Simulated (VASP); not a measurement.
# Si (Immm) in VASP: notebook

Runs on Si. Level: LDA. Tasks: single point.

Program: VASP 6.6.1. These are calculated values, not measurements. Logs are shortened: lines on timing, memory, paths and dates and some standing lists are left out, and cuts for length are marked.

## Step 1: The cell of the first run

Symmetry: Immm, No. 71, orthorhombic system. The conventional cell has a = 3.817 Å, b = 6.470 Å, c = 6.735 Å, α = 90.00°, β = 90.00°, γ = 90.00°. Within 3.1 Å of Si (site symmetry m) lie 4 Si at 2.31 to 2.41 Å.

## Step 2: Single point, LDA (strain -0.0200 x Voigt [1, -1, 0, 0, 0, 0])

The input, INCAR:

```
SYSTEM = Si
  ALGO = Normal
  EDIFF = 1E-6
  ENCUT = 520
  GGA = CA
  ISIF = 2
  ISMEAR = 0
  LASPH = .True.
  LCHARG = .False.
  LREAL = .False.
  LWAVE = .False.
  NBANDS = 16
  NELM = 60
  PREC = Accurate
  SIGMA = 0.03
```

The input, KPOINTS:

```
k-points
0
Gamma
  10 10 10
  0 0 0
```

The input, POSCAR:

```
Si
1.0
   -3.2352464204      3.3672972948      1.9083649477
    3.2352464204     -3.3672972948      1.9083649477
    3.2352464204      3.3672972948     -1.9083649477
Si
4
Direct
    0.1788433299      0.1788433299      0.3576866598
    0.8211566701      0.8211566701      0.6423133402
    0.1788433299      0.8211566701      0.0000000000
    0.8211566701      0.1788433299      0.0000000000
```

Potentials or basis: VASP PAW LDA potentials, release 64 (Si).

Launch:

```console
$ cat potpaw_LDA.64/Si/POTCAR > POTCAR
$ mpirun -np 1 vasp_std > vasp.out
```

OUTCAR:

```text
SYSTEM = Si
   EDIFF = 1E-6
   ENCUT = 520
   GGA = CA
   ISIF = 2
   ISMEAR = 0
   LASPH = .True.
   LREAL = .False.
   NELM = 60
   PREC = Accurate

 ion  position               nearest neighbor table
   1  0.179  0.179  0.358-   3 2.31   2 2.33   2 2.33   4 2.41
   2  0.821  0.821  0.642-   4 2.31   1 2.33   1 2.33   3 2.41
   3  0.179  0.821  0.000-   1 2.31   4 2.33   4 2.33   2 2.41
   4  0.821  0.179  0.000-   2 2.31   3 2.33   3 2.33   1 2.41

  LATTYP: Found a body centered orthorhombic cell.
 ALAT       =     3.8167298954
 B/A-ratio  =     1.6952975500
 C/A-ratio  =     1.7644933685

  Lattice vectors:

 A1 = (   3.2352464204,  -3.3672972948,   1.9083649477)
 A2 = (  -3.2352464204,  -3.3672972948,  -1.9083649477)
 A3 = (   3.2352464204,   3.3672972948,  -1.9083649477)

Analysis of symmetry for initial positions (statically):
=====================================================================
 Subroutine PRICEL returns:
 Original cell was already a primitive cell.

 Routine SETGRP: Setting up the symmetry group for a
 body centered orthorhombic supercell.

 Subroutine GETGRP returns: Found  8 space group operations
 (whereof  8 operations were pure point group operations)
 out of a pool of  8 trial point group operations.

The static configuration has the point symmetry D_2h.

Analysis of symmetry for dynamics (positions and initial velocities):
=====================================================================
 Subroutine PRICEL returns:
 Original cell was already a primitive cell.

 Routine SETGRP: Setting up the symmetry group for a
 body centered orthorhombic supercell.

 Subroutine GETGRP returns: Found  8 space group operations
 (whereof  8 operations were pure point group operations)
 out of a pool of  8 trial point group operations.

The dynamic configuration has the point symmetry D_2h.

 Subroutine INISYM returns: Found  8 space group operations
 (whereof  8 operations are pure point group operations),
 and found     1 'primitive' translations

----------------------------------------------------------------------------------------

                                     Primitive cell

  volume of cell :      83.1592

  direct lattice vectors                    reciprocal lattice vectors
    -3.235246420  3.367297295  1.908364948     0.000000000  0.148487038  0.262004393
     3.235246420 -3.367297295  1.908364948     0.154547733  0.000000000  0.262004393
     3.235246420  3.367297295 -1.908364948     0.154547733  0.148487038  0.000000000

  length of vectors
     5.044538358  5.044538358  5.044538358     0.301155612  0.304189585  0.214320793

  position of ions in fractional coordinates (direct lattice)
     0.178843330  0.178843330  0.357686660
     0.821156670  0.821156670  0.642313340
     0.178843330  0.821156670  1.000000000
     0.821156670  0.178843330  0.000000000

  ion indices of the primitive-cell ions
   primitive index   ion index
                 1           1
                 2           2
                 3           3
                 4           4

----------------------------------------------------------------------------------------

 KPOINTS: k-points

Automatic generation of k-mesh.
 Grid dimensions read from file:
 generate k-points for:   10   10   10

 Generating k-lattice:

  Cartesian coordinates                     Fractional coordinates (reciprocal lattice)
     0.000000000  0.014848704  0.026200439     0.100000000  0.000000000  0.000000000
     0.015454773  0.000000000  0.026200439     0.000000000  0.100000000 -0.000000000
     0.015454773  0.014848704  0.000000000     0.000000000 -0.000000000  0.100000000

  Length of vectors
     0.030115561  0.030418959  0.021432079

  Shift w.r.t. Gamma in fractional coordinates (k-lattice)
     0.000000000  0.000000000  0.000000000

 Subroutine IBZKPT returns following result:
 ===========================================

 Found    171 irreducible k-points:

 Following reciprocal coordinates:
            Coordinates               Weight
  0.000000  0.000000  0.000000      1.000000
  0.100000 -0.000000  0.000000      4.000000
  0.200000 -0.000000  0.000000      4.000000
  0.300000  0.000000 -0.000000      4.000000
  0.400000  0.000000  0.000000      4.000000
  0.500000  0.000000  0.000000      2.000000
[... 16 lines left out ...]
 -0.400000  0.200000  0.000000      8.000000
 -0.300000  0.200000 -0.000000      8.000000
 [... further k-points ...]
   k-points           NKPTS =    171   k-points in BZ     NKDIM =    171   number of bands    NBANDS=     16
   number of dos      NEDOS =    301   number of ions     NIONS =      4
   total plane-waves  NPLWV =  64000
   dimension x,y,z NGX =    40 NGY =   40 NGZ =   40
   dimension x,y,z NGXF=    80 NGYF=   80 NGZF=   80
   ions per type =               4
   NGX,Y,Z   is equivalent  to a cutoff of  13.18, 13.18, 13.18 a.u.
   NGXF,Y,Z  is equivalent  to a cutoff of  26.36, 26.36, 26.36 a.u.
 SYSTEM =  Si
   PREC   = accura    normal or accurate (medium, high low for compatibility)
   ISTART =      0    job   : 0-new  1-cont  2-samecut
   ICHARG =      2    charge: 1-file 2-atom 10-const
   ISPIN  =      1    spin polarized calculation?
   LNONCOLLINEAR =      F non collinear calculations
   LSORBIT =      F    spin-orbit coupling
   LASPH  =      T    aspherical Exc in radial PAW
   ENCUT  =  520.0 eV  38.22 Ry    6.18 a.u.   9.38  9.38  9.38*2*pi/ulx,y,z
   NELM   =     60;   NELMIN=  2; NELMDL= -5     # of ELM steps
   EDIFF  = 0.1E-05   stopping-criterion for ELM
   LREAL  =      F    real-space projection
   EDIFFG = 0.1E-04   stopping-criterion for IOM
   NSW    =      0    number of steps for IOM
   IBRION =     -1    ionic relax: 0-MD 1-quasi-New 2-CG
   NFREE  =      0    steps in history (QN), initial steepest desc. (CG)
   ISIF   =      2    stress and relaxation
   ISYM   =      2    0-nonsym 1-usesym 2-fastsym
   POTIM  = 0.5000    time-step for ionic-motion
   TEBEG  =    0.0;   TEEND  =   0.0 temperature during run
   PSTRESS=    0.0 pullay stress
   NELECT =      16.0000    total number of electrons
   NUPDOWN=      -1.0000    fix difference up-down
   EMIN   =  10.00;   EMAX   =-10.00  energy-range for DOS
   EFERMI =   0.00;   METHOD = LEGACY
   ISMEAR =     0;   SIGMA  =   0.03  broadening in eV -4-tet -1-fermi 0-gaus
   EFERMI_NEDOS =   21; number of points for ismear=-14 and -15
   IALGO  =     38    algorithm
   IMIX   =      4    mixing-type and parameters
     AMIX     =   0.40;   BMIX     =  1.00
     AMIX_MAG =   1.60;   BMIX_MAG =  1.00
  volume/ion in A,a.u.               =      20.79       140.30
  Fermi-wavevector in a.u.,A,eV,Ry     =   0.945101  1.785981 12.152932  0.893215
  Thomas-Fermi vector in A             =   2.072970
   LORBIT       =      0    0 simple, 1 ext, 2 COOP (PROOUT), +10 PAW based schemes
   GGA     = CA    functional components
   LHFCALC =     F    Hartree Fock is set to
   AEXX    =    0.0000 exact exchange contribution
   IVDW    =     0    specifies the selected vdW correction
   LEPSILON=     F    determine dielectric tensor
   LRPA    =     F    only Hartree local field effects (RPA)
 non-spin polarized calculation
 Gauss-broadening in eV      SIGMA  =   0.03
  energy-cutoff  :      520.00
  volume of cell :       83.16
 maximum number of plane-waves:      2255
 NGX is ok and might be reduce to    40
   NGX = 19   NGY = 19   NGZ = 19

 number of electron      16.0000000 magnetization

 Free energy of the ion-electron system (eV)
  ---------------------------------------------------
  ext. energy  EPLUGINS =         0.00000000
  ---------------------------------------------------
  free energy    TOTEN  =       -23.34176778 eV

  energy without entropy =      -23.34175911  energy(sigma->0) =      -23.34176344

 E-fermi :   5.7437     XC(G=0):  -9.3883

 val. band max:        5.7071016154   @ k =   0.5000   0.5000   0.5000
 cond. band min:       5.7931133660   @ k =  -0.2000  -0.1000   0.1000
 fundamental gap:      0.0860117506
 Fermi energy:         5.7437221648

 k-point     1 :       0.0000    0.0000    0.0000
  band No.  band energies     occupation
      1      -6.5960      2.00000
      2      -2.2642      2.00000
      3      -0.2515      2.00000
      4       0.1970      2.00000
      5       1.7474      2.00000
      6       3.9567      2.00000
[... 8 lines left out ...]
     15      10.9971      0.00000
     16      12.2916      0.00000

 k-point     2 :       0.1000   -0.0000    0.0000
  band No.  band energies     occupation
      1      -6.4846      2.00000
      2      -2.2721      2.00000
      3      -0.3772      2.00000
      4       0.3474      2.00000
      5       1.8280      2.00000
      6       3.3254      2.00000
[... 8 lines left out ...]
     15      10.4900      0.00000
     16      12.8925      0.00000

 k-point     3 :       0.2000   -0.0000    0.0000
  band No.  band energies     occupation
      1      -6.1559      2.00000
      2      -2.2501      2.00000
      3      -0.7577      2.00000
      4       0.5937      2.00000
      5       1.9466      2.00000
      6       2.2661      2.00000
[... 8 lines left out ...]
     15      10.5367      0.00000
     16      12.4381      0.00000

 k-point     4 :       0.3000    0.0000   -0.0000
  band No.  band energies     occupation
      1      -5.6322      2.00000
      2      -2.1299      2.00000
      3      -1.4446      2.00000
      4       0.3724      2.00000
      5       1.4793      2.00000
      6       2.0040      2.00000
[... 8 lines left out ...]
     15      11.7852      0.00000
     16      12.4600      0.00000

 k-point     5 :       0.4000    0.0000    0.0000
  band No.  band energies     occupation
      1      -4.9889      2.00000
      2      -2.3172      2.00000
      3      -1.9066      2.00000
      4      -0.1994      2.00000
      5       1.1669      2.00000
      6       1.9415      2.00000
[... 8 lines left out ...]
     15      11.9431      0.00000
     16      13.1543      0.00000

 k-point     6 :       0.5000    0.0000    0.0000
  band No.  band energies     occupation
      1      -4.5825      2.00000
      2      -2.8277      2.00000
      3      -1.7492      2.00000
      4      -0.5092      2.00000
      5       1.0999      2.00000
      6       1.9022      2.00000
[... 8 lines left out ...]
     15      11.2119      0.00000
     16      13.3227      0.00000
[... 267 lines left out ...]
 k-point    21 :       0.4000    0.2000    0.0000
  band No.  band energies     occupation
      1      -4.5982      2.00000
      2      -2.9524      2.00000
      3      -2.1988      2.00000
      4      -0.0946      2.00000
      5       1.0241      2.00000
      6       2.6996      2.00000
[... 8 lines left out ...]
     15      12.6651      0.00000
     16      13.4851      0.00000

 k-point    22 :       0.5000    0.2000    0.0000
  band No.  band energies     occupation
      1      -5.1680      2.00000
      2      -3.2034      2.00000
      3      -1.5968      2.00000
      4       0.5604      2.00000
      5       1.2701      2.00000
      6       2.5973      2.00000
[... 8 lines left out ...]
     15      12.1521      0.00000
     16      12.4048      0.00000

 k-point    23 :      -0.4000    0.2000    0.0000
  band No.  band energies     occupation
      1      -5.7454      2.00000
      2      -3.3349      2.00000
      3      -0.9177      2.00000
      4       0.9631      2.00000
      5       1.9663      2.00000
      6       2.7092      2.00000
[... 8 lines left out ...]
     15      11.6894      0.00000
     16      11.8737      0.00000

 k-point    24 :      -0.3000    0.2000   -0.0000
  band No.  band energies     occupation
      1      -6.1619      2.00000
      2      -3.2902      2.00000
      3      -0.4154      2.00000
      4       0.6946      2.00000
      5       2.8842      2.00000
      6       3.0765      2.00000
[... 8 lines left out ...]
     15      11.5159      0.00000
     16      12.1560      0.00000

 [... further k-points ...]

------------------------ aborting loop because EDIFF is reached ----------------------------------------

  FORCE on cell =-STRESS in cart. coord.  units (eV):
  Direction    XX          YY          ZZ          XY          YZ          ZX
  --------------------------------------------------------------------------------------
  -------------------------------------------------------------------------------------
  Total        2.2135224     -1.8153913     -0.0229706      0.0000000      0.0000000      0.0000000
  in kB       42.6465848    -34.9760348     -0.4425607      0.0000000      0.0000000      0.0000000
  external PRESSURE =       2.4093298 kB  Pullay stress =       0.0000000 kB

 VOLUME and BASIS-vectors are now :
 -----------------------------------------------------------------------------
  energy-cutoff  :      520.00
  volume of cell :       83.16
      direct lattice vectors                 reciprocal lattice vectors
    -3.235246420  3.367297295  1.908364948     0.000000000  0.148487038  0.262004393
     3.235246420 -3.367297295  1.908364948     0.154547733  0.000000000  0.262004393
     3.235246420  3.367297295 -1.908364948     0.154547733  0.148487038  0.000000000

 POSITION                                       TOTAL-FORCE (eV/Angst)
 -----------------------------------------------------------------------------------
      1.15720      1.20444     -0.00000         0.358367     -0.287384     -0.000000
      2.07804      2.16286      1.90836        -0.358367      0.287384      0.000000
      2.07804     -2.16286      1.90836        -0.358367     -0.287384      0.000000
     -2.07804      2.16286      1.90836         0.358367      0.287384      0.000000
 -----------------------------------------------------------------------------------
    total drift:                               -0.000000     -0.000000      0.000000

  FREE ENERGIE OF THE ION-ELECTRON SYSTEM (eV)
  ---------------------------------------------------
  free  energy   TOTEN  =       -23.3417677769 eV

  energy  without entropy=      -23.3417591094  energy(sigma->0) =      -23.34176344
```

It took 3.2 min on 1 thread of Intel Xeon Platinum 8259CL at 2.50GHz (Skylake/Cascade Lake), shared host; peak memory 0.3 GiB.

Results:

```yaml
Free_energy: -23.3418 eV
Pressure: 0.2 GPa
Largest_force: 0.459 eV/Å
Band_gap_on_the_k_mesh: 0.09 eV (least direct gap 0.15 eV)
```

Forces on the atoms (eV/Å):
```
Si   0.358 -0.287  0.000
Si  -0.358  0.287  0.000
Si  -0.358 -0.287  0.000
Si   0.358  0.287  0.000
```

Levels at points of the mesh, in eV from the valence-band top:
```csv
k point,band 6,band 7,band 8,band 9,band 10,band 11
"(0.00, 0.00, 0.00)",-1.75,-1.48,-0.68,1.03,1.26,1.86
"(0.50, 0.00, 0.00)",-3.80,-2.64,-1.49,0.43,2.19,2.78
"(0.00, 0.50, 0.00)",-3.59,-2.44,-1.60,0.80,2.26,2.86
"(0.50, 0.50, 0.00)",-2.15,-2.06,-1.76,1.44,1.72,1.77
"(0.50, 0.50, 0.50)",-0.32,-0.20,0.00,0.15,3.01,3.52
```

Caveat: the cell differs from its parent crystal (strain -0.0200 x Voigt [1, -1, 0, 0, 0, 0]); the stress differs along the axes, from -3 to 4 GPa; semilocal functionals underestimate gaps, and a narrow one can read as zero.

## Step 3: Single point, LDA (strain +0.0150 x Voigt [1, -1, 0, 0, 0, 0])

The input, INCAR:

```
  PREC = Accurate
  ENCUT = 520
  EDIFF = 1E-6
  ISMEAR = 0
  SIGMA = 0.03
  LREAL = False
  LASPH = True
  NELM = 100
  ALGO = Normal
  ISIF = 2
  LWAVE = False
  LCHARG = False
  NBANDS = 16
```

The input, KPOINTS:

```
regular mesh
0
Gamma
  10 10 10
```

The input, POSCAR:

```
Si
1.0
   -3.3507909355      3.2517527797      1.9083649477
    3.3507909355     -3.2517527797      1.9083649477
    3.3507909355      3.2517527797     -1.9083649477
Si
4
Direct
    0.1788433299      0.1788433299      0.3576866598
    0.8211566701      0.8211566701      0.6423133402
    0.1788433299      0.8211566701      0.0000000000
    0.8211566701      0.1788433299      0.0000000000
```

Potentials or basis: VASP PAW LDA potentials, release 64 (Si).

Launch:

```console
$ cat potpaw_LDA.64/Si/POTCAR > POTCAR
$ mpirun -np 1 vasp_std > vasp.out
```

Wall time 3.5 min (1 thread of Intel Xeon Platinum 8259CL at 2.50GHz (Skylake/Cascade Lake), shared host); peak memory 0.3 GiB.

It converged, with:

* Free energy: -23.3594 eV
* Pressure: 0.2 GPa
* Largest force: 0.343 eV/Å
* Band gap on the k mesh: 0.11 eV (least direct gap 0.18 eV)

Forces on the atoms (eV/Å):
```
Si  -0.222  0.261  0.000
Si   0.222 -0.261  0.000
Si   0.222  0.261  0.000
Si  -0.222 -0.261  0.000
```

Stress tensor (GPa, compression positive):
```
-2.65  0.00  0.00
 0.00  3.16  0.00
 0.00  0.00 -0.03
```

Levels at points of the mesh, in eV from the valence-band top:
| k point | band 4 | band 5 | band 6 | band 7 | band 8 | band 9 | band 10 | band 11 | band 12 | band 13 |
| --- | --- | --- | --- | --- | --- | --- | --- | --- | --- | --- |
| (0.00, 0.00, 0.00) | -5.54 | -3.93 | -1.69 | -1.49 | -0.65 | 1.16 | 1.29 | 1.79 | 2.03 | 2.34 |
| (0.50, 0.00, 0.00) | -6.34 | -4.49 | -3.59 | -2.44 | -1.56 | 0.77 | 2.28 | 2.88 | 3.44 | 3.80 |
| (0.00, 0.50, 0.00) | -6.21 | -4.57 | -3.75 | -2.59 | -1.48 | 0.50 | 2.22 | 2.82 | 3.28 | 4.42 |
| (0.50, 0.50, 0.00) | -5.06 | -2.99 | -2.12 | -2.04 | -1.73 | 1.46 | 1.75 | 1.79 | 3.89 | 4.22 |
| (0.50, 0.50, 0.50) | -5.25 | -3.08 | -0.30 | -0.15 | 0.00 | 0.18 | 3.11 | 3.51 | 3.98 | 4.26 |

Caveat: the cell differs from its parent crystal (strain +0.0150 x Voigt [1, -1, 0, 0, 0, 0]); the stress differs along the axes, from -3 to 3 GPa; semilocal functionals underestimate gaps, and a narrow one can read as zero. A k mesh can miss the band edges.

(Part 1 of 2 ends here.)
